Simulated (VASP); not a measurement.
Ta3H, 4 atoms in the cell. The cell holds a slab with vacuum, 4 atoms: a = 2.874 Å, b = 2.874 Å, c = 21.527 Å, α = 90.00°, β = 90.00°, γ = 109.47°. 

```yaml
Program: VASP 6.6.1
Task: single point
Functional: PBE
Potentials_or_basis: VASP PAW PBE potentials, release 64 (Ta_pv, H)
Cutoff: 520 eV
k_mesh: 10 × 10 × 1
Occupations: gaussian, width 0.1 eV
Spin: collinear spin, ferromagnetic start
Starting_moments: "[0.0, 0.0, 0.0, 1.0] μB"
Dipole_correction: yes
Further_INCAR_settings: ALGO = Normal; EDIFF = 1e-06; NBANDS = 29
```

Potentials or basis: VASP PAW PBE potentials, release 64 (Ta_pv, H).

Run with:

```bash
$ cat potpaw_PBE.64/Ta_pv/POTCAR potpaw_PBE.64/H/POTCAR > POTCAR
$ mpirun -np 1 vasp_std > vasp.out
```

Hardware: 1 thread of AMD EPYC 7R13 (shared host).

Q: How long does it take, and how much memory?

A: Run time: 23 min on 1 thread of AMD EPYC 7R13, with other jobs on the host, peak memory 0.47 GiB. Counts: scf iterations 36, k points 31.
